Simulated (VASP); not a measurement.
## SiC: single point with PBE

The system is SiC.

```xyz
8
Lattice="-3.0760 0.0000 0.0000 -1.5380 -2.6639 0.0000 -0.3843 -0.2219 10.0960" Properties=species:S:1:pos:R:3 pbc="T T T"
Si   -1.5380   -0.8880    6.6003
Si   -1.5380   -0.8880    1.5523
Si   -3.0760   -1.7759    9.1243
Si   -3.0760   -1.7759    4.0763
C    -1.5380   -0.8880    8.5437
C    -1.5380   -0.8880    3.4957
C    -3.0760   -1.7759    0.9717
C    -3.0760   -1.7759    6.0197
```

This cell differs from its parent crystal: the part above a cut slid along it.

```json
{"Program": "VASP 6.6.1", "Task": "single point", "Functional": "PBE", "Potentials or basis": "VASP PAW PBE potentials, release 64 (Si, C)", "Cutoff": "520 eV", "k mesh": "10 × 10 × 3", "Occupations": "gaussian, width 0.05 eV", "Spin": "no spin polarisation", "Dipole correction": "no", "Further INCAR settings": "ALGO = Normal; EDIFF = 1e-06; NBANDS = 26"}
```

```yaml
Pressure: 3.4 GPa
Largest_force: 1.493 eV/Å
Band_gap_on_the_k_mesh: 2.24 eV (least direct gap 3.88 eV)
```

Forces on the atoms (eV/Å):
```
Si  -0.056 -0.032  0.698
Si   0.160  0.092  0.819
Si  -1.064 -0.615  0.847
Si   0.011  0.006  0.710
C    0.052  0.030 -0.780
C    0.070  0.041 -0.698
C    0.828  0.478 -0.875
C    0.000  0.000 -0.723
```

Stress tensor (GPa, compression positive):
```
 3.89 -1.35  4.92
-1.35  5.45  2.84
 4.92  2.84  0.73
```

Levels at points of the mesh, in eV from the valence-band top:
```csv
k point,band 13,band 14,band 15,band 16,band 17,band 18,band 19,band 20
"(0.00, 0.00, 0.00)",-1.02,-0.55,-0.33,0.00,4.51,5.34,5.57,5.81
"(0.50, 0.00, 0.00)",-2.78,-2.51,-2.23,-1.63,2.49,2.79,3.08,4.18
"(0.50, 0.50, 0.00)",-2.80,-2.76,-2.11,-1.61,2.40,2.68,3.19,3.75
```

Wall time 2.1 min on 1 thread of Intel(R) Xeon(R) Platinum 8375C CPU @ 2.90GHz (Ice Lake), on a shared host, peak memory 0.28 GiB.

Caveat: the cell differs from its parent crystal (the part above a cut slid along it); the cell stands under pressure; forces of over 1 eV/Å act on the atoms, so gaps and moduli don't describe the material at rest. A k mesh can miss the band edges.
